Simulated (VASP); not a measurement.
A run of VASP 6.6.1 is set up as follows.

Contents of INCAR:

```
SYSTEM = IrAu
ALGO     = Fast           ! electronic algorithm
EDIFF    = 1E-7           ! SCF threshold, eV
EDIFFG   = -0.01          ! ionic threshold
ENCUT    = 600            ! plane-wave cutoff, eV
GGA      = PE             ! functional
IBRION   = 2              ! ionic algorithm
ISIF     = 3              ! what is computed and relaxed
ISMEAR   = 0              ! smearing method
LASPH    = .TRUE.         ! aspherical terms in the spheres
LCHARG   = .FALSE.        ! write CHGCAR
LREAL    = .FALSE.        ! projectors in reciprocal space
LWAVE    = .FALSE.        ! write WAVECAR
NELM     = 60             ! most SCF steps
NSW      = 100            ! ionic steps
PREC     = Accurate       ! precision mode
SIGMA    = 0.1            ! smearing width, eV
```

The input KPOINTS:

```
k-points
0
G
  10 16 10
  0 0 0
```

The input POSCAR:

```
IrAu
1.0
    4.8005515941      0.0000000000      0.0000000000
    0.0000000000      2.7819579327      0.0000000000
    0.0000000000      0.0000000000      4.9163270751
Ir Au
2 2
Direct
    0.7500000000      0.0000000000      0.6106830891
    0.2500000000      0.0000000000      0.3893169109
    0.7500000000      0.5000000000      0.1269737935
    0.2500000000      0.5000000000      0.8730262065
```

Potentials or basis: VASP PAW PBE potentials, release 64 (Ir, Au).

Command:

```sh
$ cat potpaw_PBE.64/Ir/POTCAR potpaw_PBE.64/Au/POTCAR > POTCAR
$ mpirun -np 1 vasp_std > vasp.out
```

**Question.** What does it give for the band gap on the k mesh?

**Answer.** Zero (bands 20 and 21 overlap by 1.73 eV).

Step by step:
| step | energy change (eV) | largest force (eV/Å) | pressure (GPa) | volume (Å³) |
| --- | --- | --- | --- | --- |
| 1 | 0.0000 | 0.0977 | 0.02 | 65.66 |
| 2 | -0.0062 | 0.0654 | -0.22 | 65.68 |
| 3 | -0.0063 | 0.0875 | -0.25 | 65.68 |
| 4 | -0.0069 | 0.0172 | 0.72 | 65.43 |
| 5 | -0.0070 | 0.0393 | 0.40 | 65.51 |
| 6 | -0.0073 | 0.0243 | -0.22 | 65.74 |
| 7 | -0.0074 | 0.0049 | 0.01 | 65.65 |
| 8 | -0.0074 | 0.0064 | -0.01 | 65.66 |
| 9 | -0.0074 | 0.0053 | -0.02 | 65.66 |

Caveat: spin-orbit coupling is left out, which moves the levels of the heavy elements.
